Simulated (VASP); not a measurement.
A run of VASP 6.6.1 is set up as follows.

INCAR

```
SYSTEM = ZnSe
PREC = Accurate
ENCUT = 520
EDIFF = 1E-6
ISMEAR = 0
SIGMA = 0.05
LREAL = .False.
LASPH = .True.
NELM = 150
ALGO = Normal
ISIF = 2
LWAVE = .False.
LCHARG = .False.
MAGMOM = 0 0 0 0 0 0
LORBIT = 11
LSORBIT = .True.
GGA_COMPAT = .False.
LORBMOM = .True.
GGA = PS
IVDW = 12
NBANDS = 30
```

KPOINTS

```
Automatic mesh
0
Gamma
  6 6 6
  0 0 0
```

File POSCAR:

```
ZnSe
1.0
    0.0000000000      2.6306668873      2.6306668873
    2.6306668873      0.0000000000      2.6306668873
    2.6306668873      2.6306668873      0.0000000000
Se Zn
1 1
Direct
    0.7500000000      0.7500000000      0.7500000000
    0.0000000000      0.0000000000      0.0000000000
```

Potentials or basis: VASP PAW PBE potentials, release 64 (Se, Zn).

Launch:

```console
$ cat potpaw_PBE.64/Se/POTCAR potpaw_PBE.64/Zn/POTCAR > POTCAR
$ mpirun -np 1 vasp_ncl > vasp.out
```

**Question.** Estimate the dispersion energy per atom.

**Answer.** -0.354 eV.

**Question.** Predict the net moment.

**Answer.** 0.00 μB per cell.

Moments on the atoms (μB; x, y, z):
```
Se  0.00 0.00 0.00
Zn  0.00 0.00 0.00
```
